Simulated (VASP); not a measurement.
The system is K4Ru.

```xyz
5
Lattice="5.6700 0.0000 0.0000 0.0000 5.6700 0.0000 0.0000 0.0000 5.6700" Properties=species:S:1:pos:R:3 pbc="T T T"
K     2.8350    0.0000    0.0000
K     0.0000    2.8350    0.0000
K     0.0000    0.0000    2.8350
K     2.8350    2.8350    2.8350
Ru    0.0000    0.0000    0.0000
```

* Program: VASP 6.6.1
* Task: relaxation of cell and atoms
* Functional: PBE
* Potentials or basis: VASP PAW PBE potentials, release 64 (K_sv, Ru_pv)
* Cutoff: 600 eV
* k mesh: 4 × 4 × 4
* Occupations: gaussian, width 0.1 eV
* Spin: no spin polarisation

At the start: pressure 4.0 GPa; volume 36.46 Å³/atom.

Task: Where does the relaxation end?

Result: Over 4 steps the energy falls by 138.6 meV/atom and the volume is 50.36 Å³/atom (+38.1 %); space group Pm-3m (No. 221, to 0.05 Å).

Step by step:
| step | energy change (eV) | largest force (eV/Å) | pressure (GPa) | volume (Å³) |
| --- | --- | --- | --- | --- |
| 1 | 0.0000 | 0.0000 | 4.02 | 182.29 |
| 2 | -0.4544 | 0.0000 | 1.91 | 207.49 |
| 3 | -0.6749 | 0.0000 | 0.42 | 240.01 |
| 4 | -0.6928 | 0.0000 | 0.08 | 251.80 |

Final structure:
```
K Ru
1.0
     6.31465    0.00000    0.00000
     0.00000    6.31465    0.00000
     0.00000    0.00000    6.31465
K Ru
4 1
Direct
  0.50000 0.00000 0.00000
  0.00000 0.50000 0.00000
  0.00000 0.00000 0.50000
  0.50000 0.50000 0.50000
  0.00000 0.00000 0.00000
```

Caveat: the volume moved by over 15 % at a fixed basis, so the end points are rough.
